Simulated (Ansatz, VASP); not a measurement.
CsC2 in VASP and in Ansatz

```
Cs C
1.0
    -3.20855    3.20855    1.40571
     3.20855   -3.20855    1.40571
     3.20855    3.20855   -1.40571
Cs C
1 2
Cartesian
  0.0000 0.0000 0.0000
  0.0000 3.2086 0.7029
  3.2086 0.0000 0.7029
```

Alike in both runs: functional PBE; k mesh 18 × 18 × 18; occupations gaussian, width 0.1 eV; no spin polarisation.

Ansatz relaxed the structure, and its values are those at the end. VASP's run is a single point on that final structure, the one shown.

|  | VASP | Ansatz |
| --- | --- | --- |
| version | VASP 6.6.1 | Ansatz 0.2.0 |
| potentials or method | VASP PAW PBE potentials, release 64 (Cs_sv, C), cutoff 520 eV | scalar-relativistic, plane waves, PAW |
| valence electrons in the cell | 17 | 17 |

```tsv
	VASP	Ansatz	Ansatz less VASP
gap on the k mesh at the Fermi level (eV)	none	none	-
pressure (GPa)	0.5	0.0	-0.44
```

A gap of «none» marks a metal or a gap that the smearing closes.

Neither program's run includes spin-orbit coupling.
